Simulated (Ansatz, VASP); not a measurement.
**One calculation of Te2Mo, two programs**

File INCAR:

```
ALGO     = Normal         # electronic algorithm
EDIFF    = 1E-7           # SCF threshold, eV
EDIFFG   = -0.008         # ionic threshold
ENCUT    = 520            # plane-wave cutoff, eV
GGA      = CA             # functional
IBRION   = 2              # ionic algorithm
ISIF     = 2              # what is computed and relaxed
ISMEAR   = 0              # smearing method
LASPH    = True           # aspherical terms in the spheres
LCHARG   = False          # write CHGCAR
LREAL    = False          # projectors in reciprocal space
LWAVE    = False          # write WAVECAR
NELM     = 80             # most SCF steps
NSW      = 60             # ionic steps
PREC     = Accurate       # precision mode
SIGMA    = 0.02           # smearing width, eV
```

The input KPOINTS:

```
k-points
0
Gamma
  12 12 2
```

POSCAR

```
Te2Mo
1.0
    3.5705444622      0.0000000000      0.0000000000
   -1.7852722311      3.0921822096      0.0000000000
    0.0000000000      0.0000000000     18.0454056682
Te Mo
2 1
Direct
    0.3333333333      0.6666666667      0.9001986553
    0.3333333333      0.6666666667      0.0998013447
    0.0000000000      0.0000000000      0.0000000000
```

Input for Ansatz:

```yaml
crystal:
  lattice:
    - [3.5705444622, 0.0, 0.0]
    - [-1.7852722311, 3.0921822096, 0.0]
    - [0.0, 0.0, 18.0454056682]
  atoms:
    - { symbol: Te, position: [0.3333333333, 0.6666666667, 0.9001986553] }
    - { symbol: Te, position: [0.3333333333, 0.6666666667, 0.0998013447] }
    - { symbol: Mo, position: [0.0, 0.0, 0.0] }
basis:
  ecutwfc: 420
kpoints:
  mp_grid: { grid: [12, 12, 2] }
hamiltonian:
  xc: lda
scf:
  occupations: { method: gaussian, width: 0.02 }
output:
  forces: true
  stress: true
  eigenvalues: true
relax:
  adjacent_minimum: "off"
  f_tol: 0.008
  max_steps: 40
```

Change from the starting cell: equal strain along all axes, cell held, atoms relaxed: +3.0 %.

Alike in both runs: task relaxation of the atoms; functional LDA; k mesh 12 × 12 × 2; occupations gaussian, width 0.02 eV; no spin polarisation.

|  | VASP | Ansatz |
| --- | --- | --- |
| version | VASP 6.6.1 | Ansatz 0.2.0 |
| potentials or method | VASP PAW LDA potentials, release 64 (Te, Mo_sv), cutoff 520 eV | scalar-relativistic, plane waves, PAW |
| valence electrons in the cell | 26 | 46 |

```tsv
	VASP	Ansatz	Ansatz less VASP
gap on the k mesh at the Fermi level, each at its own relaxed structure (eV)	0.99	0.99	-0.004
```

LDA's correlation is that of Perdew and Zunger in VASP and of Perdew and Wang (1992) in Ansatz. VASP's potentials hold 26 valence electrons a cell and Ansatz's 46, so a difference there can come from the potentials and not from the codes. Ansatz's warnings: stress scf threshold loose.

Neither program's run includes spin-orbit coupling.
